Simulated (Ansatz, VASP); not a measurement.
# Ge: VASP beside Ansatz

```
Ge
1.0
     4.02805   -0.05886    0.03618
    -2.06500    3.33141    0.01361
     0.05973    0.06043    6.37653
Ge
4
Direct
  0.68115 0.32938 0.09062
  0.35385 0.68558 0.56139
  0.70009 0.34104 0.44341
  0.35067 0.70502 0.93471
```

Alike in both runs: task single point; functional PBEsol; k mesh 5 × 5 × 3; occupations methfessel-paxton of order 1, width 0.1 eV; no spin polarisation.

|  | VASP | Ansatz |
| --- | --- | --- |
| version | VASP 6.6.1 | Ansatz 0.2.0 |
| potentials or method | VASP PAW PBE potentials, release 64 (Ge_d), cutoff 520 eV | plane waves, PAW |
| valence electrons in the cell | 56 | 56 |

|  | VASP | Ansatz | Ansatz less VASP |
| --- | --- | --- | --- |
| pressure (GPa) | 8.0 | 8.1 | +0.09 |
| traceless stress, the component that is largest in VASP (GPa) | -8.91 | -8.93 | -0.028 |
| rms of the force components (eV/Å) | 1.255 | 1.258 | +0.0030 |

VASP's potentials were made for PBE, not for PBEsol. Atom by atom the forces differ by 0.004 eV/Å (rms over components). With one functional, cell and mesh, what is left measures potentials, basis and numerics. Ansatz's warnings: stress scf threshold loose.

The k mesh is coarse, so the values compare programs but aren't converged.
